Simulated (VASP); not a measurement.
As:

```xyz
2
Lattice="0.0000 3.0350 3.0350 3.0350 0.0000 3.0350 3.0350 3.0350 0.0000" Properties=species:S:1:pos:R:3 pbc="T T T"
As    0.0000    0.0000    0.0000
As    1.5175    1.5175    1.5175
```

- Program: VASP 6.6.1
- Task: relaxation of cell and atoms
- Functional: LDA
- Potentials or basis: VASP PAW LDA potentials, release 64 (As)
- Cutoff: 600 eV
- k mesh: 6 × 6 × 6
- Occupations: methfessel-paxton, width 0.1 eV
- Spin: no spin polarisation

At the start: pressure -1.9 GPa; volume 27.96 Å³/atom.

Problem. How do energy, volume and symmetry change on relaxing?

Solution. Over 3 steps the energy falls by 6.0 meV/atom and the volume is 26.97 Å³/atom (-3.5 %); space group Fd-3m (No. 227, to 0.05 Å).

Step by step:
```
step  energy change (eV)  largest force (eV/Å)  pressure (GPa)  volume (Å³)
   1              0.0000                0.0000           -1.87        55.91
   2             -0.0107                0.0000            0.71        53.31
   3             -0.0121                0.0000            0.01        53.94
```

Final structure:
```
As
1.0
     0.00000    2.99885    2.99885
     2.99885    0.00000    2.99885
     2.99885    2.99885    0.00000
As
2
Direct
  0.00000 0.00000 0.00000
  0.25000 0.25000 0.25000
```
